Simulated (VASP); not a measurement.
Write the native input for VASP 6.6.1 that does the following.

* Task: single point
* Functional: PBE
* Potentials or basis: VASP PAW PBE potentials, release 64 (Te, Pb_d)
* Cutoff: 400 eV
* k mesh: 2 × 2 × 2
* Occupations: gaussian, width 0.02 eV
* Spin: no spin polarisation
* Dipole correction: no
* Further INCAR settings: ALGO = Normal; EDIFF = 1e-06; NBANDS = 86

The structure of Te8Pb7 (a cell with a defect) lies in POSCAR:

```
Te8Pb7
1.0
    0.0000000000      6.4620000000      6.4620000000
    6.4620000000      0.0000000000      6.4620000000
    6.4620000000      6.4620000000      0.0000000000
Te Pb
8 7
Direct
    0.2500000000      0.2500000000      0.2500000000
    0.2474660707      0.2474660707      0.7525339293
    0.2474660707      0.7525339293      0.2474660707
    0.2474660707      0.7525339293      0.7525339293
    0.7525339293      0.2474660707      0.2474660707
    0.7525339293      0.2474660707      0.7525339293
    0.7525339293      0.7525339293      0.2474660707
    0.7500000000      0.7500000000      0.7500000000
    0.0000000000      0.0000000000      0.5000000000
    0.0000000000      0.5000000000      0.0000000000
    0.0000000000      0.5000000000      0.5000000000
    0.5000000000      0.0000000000      0.0000000000
    0.5000000000      0.0000000000      0.5000000000
    0.5000000000      0.5000000000      0.0000000000
    0.5000000000      0.5000000000      0.5000000000
```

These files were run (other wordings do the same):

INCAR

```
SYSTEM = Te8Pb7
PREC = Accurate
ENCUT = 400
EDIFF = 1E-6
ISMEAR = 0
SIGMA = 0.02
LREAL = .FALSE.
LASPH = .TRUE.
NELM = 120
ALGO = Normal
ISIF = 2
LWAVE = .FALSE.
LCHARG = .FALSE.
GGA = PE
NBANDS = 86
GGA_COMPAT = .FALSE.
```

KPOINTS

```
regular mesh
0
G
  2 2 2
  0 0 0
```

Potentials or basis: VASP PAW PBE potentials, release 64 (Te, Pb_d).

Launch:

```bash
$ cat potpaw_PBE.64/Te/POTCAR potpaw_PBE.64/Pb_d/POTCAR > POTCAR
$ mpirun -np 1 vasp_std > vasp.out
```

It gave:

```json
{"Pressure": "0.0 GPa", "Largest force": "0.011 eV/Å", "Band gap on the k mesh": "zero (bands 73 and 74 overlap by 0.29 eV)"}
```

Caveat: the k points lie up to 0.42 Å⁻¹ apart; spin-orbit coupling is left out, which moves the levels of the heavy elements.

Run time: 2.6 min on 1 thread of Intel(R) Xeon(R) Platinum 8488C (Sapphire Rapids), with other jobs on the host, peak memory 0.52 GiB.
